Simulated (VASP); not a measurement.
# Nd in VASP: single point with PBE

Aim: the single point of Nd with PBE.

Program: VASP 6.6.1. These are calculated values, not measurements. Logs are shortened: lines on timing, memory, paths and dates and some standing lists are left out, and cuts for length are marked.

## (1) The cell of the first run

The cell holds a cluster in a box, 1 atom: a = 10.660 Å, b = 11.300 Å, c = 10.127 Å, α = 90.00°, β = 90.00°, γ = 90.00°.

## (2) Single point, PBE

Input file INCAR:

```
SYSTEM = Nd
ALGO     = Normal         ! electronic algorithm
EDIFF    = 1E-6           ! SCF threshold, eV
ENCUT    = 520            ! plane-wave cutoff, eV
GGA      = PE             ! functional
GGA_COMPAT= .False.      
ISIF     = 2              ! what is computed and relaxed
ISMEAR   = -1             ! smearing method
LASPH    = .True.         ! aspherical terms in the spheres
LCHARG   = .False.        ! write CHGCAR
LMAXMIX  = 6              ! l up to which the mixer works
LREAL    = .False.        ! projectors in reciprocal space
LWAVE    = .False.        ! write WAVECAR
NBANDS   = 13             ! bands
NELM     = 200            ! most SCF steps
PREC     = Accurate       ! precision mode
SIGMA    = 0.1            ! smearing width, eV
```

Input file KPOINTS:

```
k-points
0
Gamma
  1 1 1
  0 0 0
```

Input file POSCAR:

```
Nd
1.0
   10.6600000000      0.0000000000      0.0000000000
    0.0000000000     11.3000000000      0.0000000000
    0.0000000000      0.0000000000     10.1270000000
Nd
1
Direct
    0.5100000000      0.5200000000      0.4900000000
```

Potentials or basis: VASP PAW PBE potentials, release 64 (Nd).

Started as:

```bash
cat potpaw_PBE.64/Nd/POTCAR > POTCAR
mpirun -np 1 vasp_gam > vasp.out
```

OUTCAR:

```text
SYSTEM = Nd
   EDIFF = 1E-6
   ENCUT = 520
   GGA = PE
   ISIF = 2
   ISMEAR = -1
   LASPH = .True.
   LREAL = .False.
   NELM = 200
   PREC = Accurate

 ion  position               nearest neighbor table
   1  0.510  0.520  0.490-

  LATTYP: Found a simple orthorhombic cell.
 ALAT       =    10.1270000000
 B/A-ratio  =     1.0526315789
 C/A-ratio  =     1.1158289721

  Lattice vectors:

 A1 = (   0.0000000000,   0.0000000000,  10.1270000000)
 A2 = (  10.6600000000,   0.0000000000,   0.0000000000)
 A3 = (   0.0000000000,  11.3000000000,   0.0000000000)

Analysis of symmetry for initial positions (statically):
=====================================================================
 Subroutine PRICEL returns:
 Original cell was already a primitive cell.

 Routine SETGRP: Setting up the symmetry group for a
 simple orthorhombic supercell.

 Subroutine GETGRP returns: Found  8 space group operations
 (whereof  1 operations were pure point group operations)
 out of a pool of  8 trial point group operations.

The static configuration has the point symmetry C_1 .
 The point group associated with its full space group is D_2h.

Analysis of symmetry for dynamics (positions and initial velocities):
=====================================================================
 Subroutine PRICEL returns:
 Original cell was already a primitive cell.

 Routine SETGRP: Setting up the symmetry group for a
 simple orthorhombic supercell.

 Subroutine GETGRP returns: Found  8 space group operations
 (whereof  1 operations were pure point group operations)
 out of a pool of  8 trial point group operations.

The dynamic configuration has the point symmetry C_1 .
 The point group associated with its full space group is D_2h.

 Subroutine INISYM returns: Found  8 space group operations
 (whereof  1 operations are pure point group operations),
 and found     1 'primitive' translations

----------------------------------------------------------------------------------------

                                     Primitive cell

  volume of cell :    1219.8782

  direct lattice vectors                    reciprocal lattice vectors
    10.660000000  0.000000000  0.000000000     0.093808630  0.000000000  0.000000000
     0.000000000 11.300000000  0.000000000     0.000000000  0.088495575  0.000000000
     0.000000000  0.000000000 10.127000000     0.000000000  0.000000000  0.098745927

  length of vectors
    10.660000000 11.300000000 10.127000000     0.093808630  0.088495575  0.098745927

  position of ions in fractional coordinates (direct lattice)
     0.510000000  0.520000000  0.490000000

  ion indices of the primitive-cell ions
   primitive index   ion index
                 1           1

----------------------------------------------------------------------------------------

 KPOINTS: k-points

Automatic generation of k-mesh.
 Grid dimensions read from file:
 generate k-points for:    1    1    1

 Generating k-lattice:

  Cartesian coordinates                     Fractional coordinates (reciprocal lattice)
     0.093808630  0.000000000  0.000000000     1.000000000  0.000000000  0.000000000
     0.000000000  0.088495575  0.000000000     0.000000000  1.000000000  0.000000000
     0.000000000  0.000000000  0.098745927     0.000000000  0.000000000  1.000000000

  Length of vectors
     0.093808630  0.088495575  0.098745927

  Shift w.r.t. Gamma in fractional coordinates (k-lattice)
     0.000000000  0.000000000  0.000000000

 Subroutine IBZKPT returns following result:
 ===========================================

 Found      1 irreducible k-points:

 Following reciprocal coordinates:
            Coordinates               Weight
  0.000000  0.000000  0.000000      1.000000
   k-points           NKPTS =      1   k-points in BZ     NKDIM =      1   number of bands    NBANDS=     13
   number of dos      NEDOS =    301   number of ions     NIONS =      1
   total plane-waves  NPLWV = 537600
   dimension x,y,z NGX =    80 NGY =   84 NGZ =   80
   dimension x,y,z NGXF=   160 NGYF=  168 NGZF=  160
   ions per type =               1
   NGX,Y,Z   is equivalent  to a cutoff of  12.48, 12.36, 13.13 a.u.
   NGXF,Y,Z  is equivalent  to a cutoff of  24.95, 24.72, 26.27 a.u.
 SYSTEM =  Nd
   PREC   = accura    normal or accurate (medium, high low for compatibility)
   ISTART =      0    job   : 0-new  1-cont  2-samecut
   ICHARG =      2    charge: 1-file 2-atom 10-const
   ISPIN  =      1    spin polarized calculation?
   LNONCOLLINEAR =      F non collinear calculations
   LSORBIT =      F    spin-orbit coupling
   LASPH  =      T    aspherical Exc in radial PAW
   ENCUT  =  520.0 eV  38.22 Ry    6.18 a.u.  19.82 21.01 18.83*2*pi/ulx,y,z
   NELM   =    200;   NELMIN=  2; NELMDL= -5     # of ELM steps
   EDIFF  = 0.1E-05   stopping-criterion for ELM
   LREAL  =      F    real-space projection
   EDIFFG = 0.1E-04   stopping-criterion for IOM
   NSW    =      0    number of steps for IOM
   IBRION =     -1    ionic relax: 0-MD 1-quasi-New 2-CG
   NFREE  =      0    steps in history (QN), initial steepest desc. (CG)
   ISIF   =      2    stress and relaxation
   ISYM   =      2    0-nonsym 1-usesym 2-fastsym
   POTIM  = 0.5000    time-step for ionic-motion
   TEBEG  =    0.0;   TEEND  =   0.0 temperature during run
   PSTRESS=    0.0 pullay stress
   NELECT =      14.0000    total number of electrons
   NUPDOWN=      -1.0000    fix difference up-down
   EMIN   =  10.00;   EMAX   =-10.00  energy-range for DOS
   EFERMI =   0.00;   METHOD = LEGACY
   ISMEAR =    -1;   SIGMA  =   0.10  broadening in eV -4-tet -1-fermi 0-gaus
   EFERMI_NEDOS =   21; number of points for ismear=-14 and -15
   IALGO  =     38    algorithm
   IMIX   =      4    mixing-type and parameters
     AMIX     =   0.40;   BMIX     =  1.00
     AMIX_MAG =   1.60;   BMIX_MAG =  1.00
  volume/ion in A,a.u.               =    1219.88      8232.14
  Fermi-wavevector in a.u.,A,eV,Ry     =   0.369271  0.697821  1.855306  0.136361
  Thomas-Fermi vector in A             =   1.295766
   LORBIT       =      0    0 simple, 1 ext, 2 COOP (PROOUT), +10 PAW based schemes
   GGA     = PE    functional components
   LHFCALC =     F    Hartree Fock is set to
   AEXX    =    0.0000 exact exchange contribution
   IVDW    =     0    specifies the selected vdW correction
   LEPSILON=     F    determine dielectric tensor
   LRPA    =     F    only Hartree local field effects (RPA)
 non-spin polarized calculation
  energy-cutoff  :      520.00
  volume of cell :     1219.88
 maximum number of plane-waves:     16429
 NGX is ok and might be reduce to    80
   NGX = 39   NGY = 43   NGZ = 37

 number of electron      13.9999999 magnetization

 Free energy of the ion-electron system (eV)
  ---------------------------------------------------
  ext. energy  EPLUGINS =         0.00000000
  ---------------------------------------------------
  free energy    TOTEN  =        -1.29211623 eV

  energy without entropy =       -0.41927295  energy(sigma->0) =       -0.85569459

 E-fermi :  -2.0618     XC(G=0):  -1.4208

 val. band max:       -3.2778732025   @ k =   0.0000   0.0000   0.0000
 cond. band min:      -1.9673102416   @ k =   0.0000   0.0000   0.0000
 fundamental gap:      1.3105629609
 Fermi energy:        -2.0617883749

 k-point     1 :       0.0000    0.0000    0.0000
  band No.  band energies     occupation
      1     -40.5893      2.00000
      2     -22.1641      2.00000
      3     -22.1403      2.00000
      4     -22.1375      2.00000
      5      -3.2779      1.99999
      6      -1.9673      0.55987
      7      -1.9672      0.55949
      8      -1.9661      0.55494
      9      -1.9658      0.55378
     10      -1.9655      0.55268
     11      -1.9640      0.54646
     12      -1.9639      0.54639
     13      -1.7922      0.12640

------------------------ aborting loop because EDIFF is reached ----------------------------------------

  FORCE on cell =-STRESS in cart. coord.  units (eV):
  Direction    XX          YY          ZZ          XY          YZ          ZX
  --------------------------------------------------------------------------------------
  -------------------------------------------------------------------------------------
  Total       -0.1548145     -0.0941898     -0.2061399      0.0000000      0.0000000      0.0000000
  in kB       -0.2033320     -0.1237080     -0.2707424      0.0000000      0.0000000      0.0000000
  external PRESSURE =      -0.1992608 kB  Pullay stress =       0.0000000 kB

 VOLUME and BASIS-vectors are now :
 -----------------------------------------------------------------------------
  energy-cutoff  :      520.00
  volume of cell :     1219.88
      direct lattice vectors                 reciprocal lattice vectors
    10.660000000  0.000000000  0.000000000     0.093808630  0.000000000  0.000000000
     0.000000000 11.300000000  0.000000000     0.000000000  0.088495575  0.000000000
     0.000000000  0.000000000 10.127000000     0.000000000  0.000000000  0.098745927

 POSITION                                       TOTAL-FORCE (eV/Angst)
 -----------------------------------------------------------------------------------
      5.43660      5.87600      4.96223         0.000000      0.000000      0.000000
 -----------------------------------------------------------------------------------
    total drift:                                0.000001      0.000004      0.000003

  FREE ENERGIE OF THE ION-ELECTRON SYSTEM (eV)
  ---------------------------------------------------
  free  energy   TOTEN  =        -1.2921162272 eV

  energy  without entropy=       -0.4192729497  energy(sigma->0) =       -0.85569459
```

It took 31 min on 1 thread of Intel Xeon 8259CL, shared host; peak memory 0.9 GiB.

Results:

```
Free energy                     : -1.2921 eV
Gap between the frontier levels : zero (filled and empty bands touch)
```

Caveat: spin-orbit coupling is left out, which moves the levels of the heavy elements; semilocal functionals describe open f shells poorly, which spoils levels, moments and volumes.
